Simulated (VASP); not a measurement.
ZnO, 4 atoms in the cell. The structure is hexagonal, space group P6_3mc (No. 186). The conventional cell has a = 3.105 Å, b = 3.105 Å, c = 5.415 Å, α = 90.00°, β = 90.00°, γ = 120.00°. Zn (site symmetry 3m) has 4 O at 1.95 Å within 2.6 Å. Within 2.6 Å of O (site symmetry 3m) lie 4 Zn at 1.95 Å. 

```yaml
Program: VASP 6.6.1
Task: single point
Functional: r2SCAN
Potentials_or_basis: VASP PAW PBE potentials, release 64 (Zn, O)
Cutoff: 520 eV
k_mesh: 12 × 12 × 6
Occupations: gaussian, width 0.02 eV
Spin: no spin polarisation
Dipole_correction: no
Further_INCAR_settings: ALGO = Normal; EDIFF = 1e-07; NBANDS = 26
```

Potentials or basis: VASP PAW PBE potentials, release 64 (Zn, O).

Command:

```console
$ cat potpaw_PBE.64/Zn/POTCAR potpaw_PBE.64/O/POTCAR > POTCAR
$ cp INCAR.step1 INCAR
$ mpirun -np 1 vasp_std > vasp.out
$ cp INCAR.step2 INCAR
$ mpirun -np 1 vasp_std > vasp.out
```

Hardware: 1 thread of Intel(R) Xeon(R) Platinum 8259CL CPU @ 2.50GHz (Skylake/Cascade Lake) (shared host).

Problem. How long does it take, and how much memory?

Solution. It took 3.3 min on 1 thread of Intel(R) Xeon(R) Platinum 8259CL CPU @ 2.50GHz (Skylake/Cascade Lake) (shared host), peak memory 0.22 GiB. Counts: k points 76.
